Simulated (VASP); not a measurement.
Here is a VASP 6.6.1 calculation.

Contents of POSCAR:

```
LiF
1.0
    0.0000000000      2.0005018100      2.0005018100
    2.0005018100      0.0000000000      2.0005018100
    2.0005018100      2.0005018100      0.0000000000
Li F
1 1
Direct
    0.0000000000      0.0000000000      0.0000000000
    0.5000000000      0.5000000000      0.5000000000
```

File INCAR.step1:

```
SYSTEM = LiF
ALGO = Normal
EDIFF = 1E-5
ENCUT = 520
GGA = PE
ISIF = 2
ISMEAR = -1
LASPH = .True.
LREAL = .False.
LWAVE = .True.
NBANDS = 12
NELM = 60
PREC = Accurate
SIGMA = 0.05
```

INCAR.step2

```
SYSTEM = LiF
ALGO = Normal
EDIFF = 1E-6
ENCUT = 520
GGA = PE
HFSCREEN = 0.2079
ISIF = 2
ISMEAR = -1
ISTART = 1
LASPH = .True.
LCHARG = .True.
LELF = .True.
LHFCALC = .True.
LREAL = .False.
LVHAR = .True.
LWAVE = .False.
NBANDS = 12
NELM = 60
PREC = Accurate
PRECFOCK = Normal
SIGMA = 0.05
```

Contents of KPOINTS:

```
k-points
0
Gamma
  4 4 4
  0 0 0
```

Potentials or basis: VASP PAW PBE potentials, release 64 (Li_sv, F).

Run with:

```sh
$ cat potpaw_PBE.64/Li_sv/POTCAR potpaw_PBE.64/F/POTCAR > POTCAR
$ cp INCAR.step1 INCAR
$ mpirun -np 1 vasp_std > vasp.out
$ cp INCAR.step2 INCAR
$ mpirun -np 1 vasp_std > vasp.out
```

(1) What does it give for the band gap on the k mesh?

Results:

(1) 11.59 eV, direct.

Caveat: the k points lie up to 0.68 Å⁻¹ apart.
